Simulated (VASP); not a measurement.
Here is a VASP 6.6.1 calculation.

Contents of POSCAR:

```
AlGa3N4
1.0
    5.1218558846      0.0000000000      0.0000205508
    0.0000000000      3.1531741804      0.0000000000
   -0.0036784676      0.0000000000      5.4591039819
Al Ga N
1 3 4
Direct
    0.0005924377      0.5000000000      0.6673094154
    0.4991648520      0.5000000000      0.3350839085
    0.4991948976      0.0000000000      0.8314338925
    0.9998931168      0.0000000000      0.1661716519
    0.1194037776      0.5000000000      0.3406302552
    0.1173039980      0.0000000000      0.8258975981
    0.6202403757      0.0000000000      0.1661738694
    0.6318065546      0.5000000000      0.6673004089
```

File INCAR.step1:

```
PREC = Accurate
ENCUT = 520
ISMEAR = 0
SIGMA = 0.02
LREAL = F
LASPH = T
NELM = 100
NBANDS = 41
GGA = PE
ALGO = Normal
EDIFF = 1E-4
LWAVE = T
LCHARG = F
```

The input INCAR.step2:

```
PREC = Accurate
ENCUT = 520
EDIFF = 1E-6
ISMEAR = 0
SIGMA = 0.02
LREAL = F
LASPH = T
NELM = 100
ALGO = Normal
ISIF = 2
LWAVE = F
LCHARG = F
METAGGA = R2SCAN
LMIXTAU = T
NBANDS = 41
ISTART = 1
```

Contents of KPOINTS:

```
regular mesh
0
Gamma
  6 8 4
```

Potentials or basis: VASP PAW PBE potentials, release 64 (Al, Ga_d, N).

Run with:

```sh
$ cat potpaw_PBE.64/Al/POTCAR potpaw_PBE.64/Ga_d/POTCAR potpaw_PBE.64/N/POTCAR > POTCAR
$ cp INCAR.step1 INCAR
$ mpirun -np 1 vasp_std > vasp.out
$ cp INCAR.step2 INCAR
$ mpirun -np 1 vasp_std > vasp.out
```

(1) Estimate the pressure.

(2) Predict the band gap on the k mesh.

(3) What does it give for the largest force?

Results:

(1) 2.8 GPa.

(2) 2.96 eV, direct.

(3) 0.084 eV/Å.

Caveat: the PAW data sets were made with another functional, which shifts forces and pressure a little.
